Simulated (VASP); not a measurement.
Set up this calculation in VASP 6.6.1, as the native input.

- Task: single point
- Functional: PBE
- Potentials or basis: VASP PAW PBE potentials, release 64 (Sc_sv, Al, Sb, As)
- Cutoff: 520 eV
- k mesh: 4 × 4 × 4
- Occupations: gaussian, width 0.1 eV
- Spin: no spin polarisation
- Dipole correction: no
- Further INCAR settings: ALGO = Normal; EDIFF = 1e-07; NBANDS = 25

The structure of ScAl2Sb2As lies in POSCAR:

```
ScAl2Sb2As
1.0
    5.5321946259      0.0000000000      0.0000000000
    0.0000000000      5.5321946259      0.0000000000
    0.0000000000      0.0000000000      5.5150371160
Sc Al Sb As
1 2 2 1
Direct
    0.0000000000      0.0000000000      0.5000000000
    0.0000000000      0.5000000000      0.5000000000
    0.5000000000      0.0000000000      0.5000000000
    0.5000000000      0.5000000000      0.7524015279
    0.5000000000      0.5000000000      0.2475984721
    0.0000000000      0.0000000000      0.0000000000
```

These files were run (other wordings do the same):

INCAR

```
SYSTEM = ScAl2Sb2As
PREC = Accurate ; ENCUT = 520
EDIFF = 1E-7 ; ISMEAR = 0
SIGMA = 0.1 ; LREAL = .FALSE.
LASPH = .TRUE. ; NELM = 60
ALGO = Normal ; ISIF = 2
LWAVE = .FALSE. ; LCHARG = .FALSE.
GGA = PE ; NBANDS = 25
```

KPOINTS

```
Automatic mesh
0
G
  4 4 4
  0 0 0
```

Potentials or basis: VASP PAW PBE potentials, release 64 (Sc_sv, Al, Sb, As).

Launch:

```console
$ cat potpaw_PBE.64/Sc_sv/POTCAR potpaw_PBE.64/Al/POTCAR potpaw_PBE.64/Sb/POTCAR potpaw_PBE.64/As/POTCAR > POTCAR
$ mpirun -np 1 vasp_std > vasp.out
```

It gave:

```yaml
Pressure: 0.1 GPa
Largest_force: 0.020 eV/Å
Band_gap_on_the_k_mesh: zero (band 16 reaches 5.05 eV, above the bottom of band 17 at 3.96 eV)
```

Caveat: spin-orbit coupling is left out, which moves the levels of the heavy elements.

Run time: 40 s on 1 thread of Intel(R) Xeon(R) 6975P-C (Granite Rapids) (shared host), peak memory 0.31 GiB.
